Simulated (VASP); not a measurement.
# MoPt2: electric field gradients with LDA

The system is MoPt2.

```
Mo Pt
1.0
    -1.37400    1.95750    4.11900
     1.37400   -1.95750    4.11900
     1.37400    1.95750   -4.11900
Mo Pt
1 2
Cartesian
  0.0000 0.0000 0.0000
  0.0000 0.0000 5.0393
  0.0000 0.0000 3.1987
```

This cell differs from its parent crystal: shortest bond scaled by 0.76.

```yaml
Program: VASP 6.6.1
Task: electric field gradients
Functional: LDA
Potentials_or_basis: VASP PAW LDA potentials, release 64 (Mo_sv, Pt)
Cutoff: 520 eV
k_mesh: 13 × 13 × 13
Occupations: fermi-dirac, width 0.05 eV
Spin: no spin polarisation
Dipole_correction: no
Further_INCAR_settings: ALGO = Normal; EDIFF = 1e-08; NBANDS = 24
```

| Item | Value |
| --- | --- |
| Pressure | 104.9 GPa |
| Largest force | 40.207 eV/Å |
| Band gap on the k mesh | zero (bands 17 and 18 overlap by 1.01 eV) |
| Largest electric field gradient by atom | Mo -84.4; Pt -12.0 V/Å² |

Forces in eV/Å, atoms in the order of the input:
```
Mo    0.000   0.000   0.000
Pt    0.000   0.000  40.207
Pt    0.000   0.000 -40.207
```

Stress tensor (GPa, compression positive):
```
 23.95   0.00   0.00
  0.00  48.96   0.00
  0.00   0.00 241.80
```

Levels at points of the mesh, in eV from the Fermi level:
```csv
k point,band 14,band 15,band 16,band 17,band 18,band 19,band 20,band 21
"(0.00, 0.00, 0.00)",-3.12,-2.34,-1.22,-0.97,-0.42,1.18,3.22,5.60
```

Electric field gradients, principal values (V/Å²):
```
atom   least  middle  greatest (by size)
1 Mo  20.479  63.922             -84.400
2 Pt   2.885   9.071             -11.956
3 Pt   2.885   9.071             -11.956
```

Wall time 8 min on 1 thread of Intel(R) Xeon(R) Platinum 8488C (Sapphire Rapids) (shared host), peak memory 0.45 GiB.

Caveat: the cell differs from its parent crystal (shortest bond scaled by 0.76); atoms lie so close that the PAW spheres overlap strongly, which falsifies energies and pressures; the stress differs along the axes, from 24 to 242 GPa; without QUAD_EFG the Cq values of the log hold for a quadrupole moment of 1 mb, not for the nuclei; spin-orbit coupling is left out, which moves the levels of the heavy elements; forces of over 1 eV/Å act on the atoms, so gaps and moduli don't describe the material at rest.
